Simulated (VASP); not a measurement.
A run of VASP 6.6.1 is set up as follows.

Contents of INCAR:

```
  PREC = Accurate
  ENCUT = 520
  EDIFF = 1E-7
  ISMEAR = 0
  SIGMA = 0.05
  LREAL = Auto
  LASPH = T
  NELM = 150
  ALGO = Normal
  ISIF = 2
  LWAVE = F
  LCHARG = T
  ISPIN = 2
  MAGMOM = 1.36 0.01 0.01 0.01 0.01 0.01 0.01 0 -0.03 -0.03 -0.03 0 -0.03 0 0 0
  LORBIT = 11
  LMAXMIX = 4
  LDAU = T
  LDAUTYPE = 2
  LDAUL = 2 -1
  LDAUU = 2 0
  LDAUJ = 0 0
  LDAUPRINT = 1
  GGA = PS
  LELF = T
  LVHAR = T
  NBANDS = 130
```

KPOINTS

```
Automatic mesh
0
Gamma
  3 3 3
```

Contents of POSCAR:

```
Ge15W
1.0
    0.0000000000      5.6575400000      5.6575400000
    5.6575400000      0.0000000000      5.6575400000
    5.6575400000      5.6575400000      0.0000000000
W Ge
1 15
Direct
    1.0000000000      0.0000000000      0.0000000000
    0.9994882437      0.9994882437      0.5005117563
    0.9994882437      0.5005117563      0.9994882437
    0.9994882437      0.5005117563      0.5005117563
    0.5005117563      0.9994882437      0.9994882437
    0.5005117563      0.9994882437      0.5005117563
    0.5005117563      0.5005117563      0.9994882437
    0.5000000000      0.5000000000      0.5000000000
    0.1262845516      0.1262845516      0.1262845516
    0.1262845516      0.1262845516      0.6211463453
    0.1262845516      0.6211463453      0.1262845516
    0.1253257359      0.6248914214      0.6248914214
    0.6211463453      0.1262845516      0.1262845516
    0.6248914214      0.1253257359      0.6248914214
    0.6248914214      0.6248914214      0.1253257359
    0.6248914214      0.6248914214      0.6248914214
```

Potentials or basis: VASP PAW PBE potentials, release 64 (W_sv, Ge_d).

Run with:

```console
$ cat potpaw_PBE.64/W_sv/POTCAR potpaw_PBE.64/Ge_d/POTCAR > POTCAR
$ mpirun -np 1 vasp_std > vasp.out
```

Problem. Predict the pressure.

Solution. 1.4 GPa.

Problem. What does it give for the band gap on the k mesh?

Solution. 0.11 eV (least direct gap 0.21 eV).

Problem. Estimate the net moment.

Solution. 1.98 μB per cell.

Problem. Predict the largest force.

Solution. 0.037 eV/Å.

Eigenvalues of the final occupation matrices:
| site | spin | trace | eigenvalues |
| --- | --- | --- | --- |
| site 1 d | 1 | 2.48 | 0.41 0.41 0.41 0.63 0.63 |
| site 1 d | 2 | 1.02 | 0.07 0.07 0.30 0.30 0.30 |

Caveat: the PAW data sets were made with another functional, which shifts forces and pressure a little; spin-orbit coupling is left out, which moves the levels of the heavy elements; an odd mesh through Γ misses points on the zone boundary, where band edges can lie; the U is typed as a test and isn't derived for this compound.
